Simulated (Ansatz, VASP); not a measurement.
# Mg5CdS6: VASP beside Ansatz

```
Mg Cd S
1.0
     3.89467    0.00000    0.00000
    -1.94733    3.37288    0.00000
     0.00000    0.00000   19.07990
Mg Cd S
5 1 6
Direct
  0.33333 0.66667 0.83333
  0.00000 0.00000 0.00000
  0.66667 0.33333 0.16667
  0.33333 0.66667 0.33333
  0.66667 0.33333 0.66667
  0.00000 0.00000 0.50000
  0.66667 0.33333 0.91667
  0.33333 0.66667 0.08333
  0.00000 0.00000 0.25000
  0.66667 0.33333 0.41667
  0.33333 0.66667 0.58333
  0.00000 0.00000 0.75000
```

Alike in both runs: task relaxation of cell and atoms; functional PBE; k mesh 6 × 6 × 1; occupations gaussian, width 0.1 eV; no spin polarisation.

|  | VASP | Ansatz |
| --- | --- | --- |
| version | VASP 6.6.1 | Ansatz 0.2.0 |
| potentials or method | VASP PAW PBE potentials, release 64 (Mg, Cd, S), cutoff 600 eV | scalar-relativistic, plane waves, PAW |
| valence electrons in the cell | 58 | 106 |

|  | VASP | Ansatz | Ansatz less VASP |
| --- | --- | --- | --- |
| gap on the k mesh at the Fermi level, each at its own relaxed structure (eV) | 1.92 | 1.93 | +0.018 |
| relaxed volume (Å³/atom) | 18.36 | 18.41 | +0.048 |
| relaxed length of the cell vector where the two differ most in proportion (Å) | 3.729 | 3.733 | +0.0037 |

VASP's potentials hold 58 valence electrons a cell and Ansatz's 106, so a difference there can come from the potentials and not from the codes.
